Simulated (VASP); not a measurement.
Here is a VASP 6.6.1 calculation.

Contents of INCAR:

```
AGGAC    = 1.0          
AGGAX    = 1.0          
ALDAC    = 0.0          
ALDAX    = 1.0          
ALGO     = Normal         # electronic algorithm
EDIFF    = 1E-6           # SCF threshold, eV
ENCUT    = 520            # plane-wave cutoff, eV
GGA      = B5             # functional
ISIF     = 2              # what is computed and relaxed
ISMEAR   = -1             # smearing method
IVDW     = 13             # dispersion correction
LASPH    = T              # aspherical terms in the spheres
LCHARG   = T              # write CHGCAR
LELF     = T              # ELF
LREAL    = F              # projectors in reciprocal space
LVHAR    = T            
LWAVE    = F              # write WAVECAR
NBANDS   = 11             # bands
NELM     = 100            # most SCF steps
PREC     = Accurate       # precision mode
SIGMA    = 0.05           # smearing width, eV
VDW_A1   = 0.44488865   
VDW_A2   = 4.0933009    
VDW_S6   = 1.0          
VDW_S8   = 2.34076671
```

The input KPOINTS:

```
k-points
0
Gamma
  13 13 13
```

The input POSCAR:

```
C
1.0
    0.0000000000      1.7714007132      1.7714007132
    1.7714007132      0.0000000000      1.7714007132
    1.7714007132      1.7714007132      0.0000000000
C
2
Direct
    0.7500000000      0.7500000000      0.7500000000
    0.5000000000      0.5000000000      0.5000000000
```

Potentials or basis: VASP PAW PBE potentials, release 64 (C).

The run is started by

```console
$ cat potpaw_PBE.64/C/POTCAR > POTCAR
$ mpirun -np 1 vasp_std > vasp.out
```

(1) Predict the band gap on the k mesh.

(2) Predict the pressure.

Answers

(1) 4.52 eV, indirect (least direct gap 5.80 eV).

(2) 10.2 GPa.

Caveat: the PAW data sets were made with another functional, which shifts forces and pressure a little.
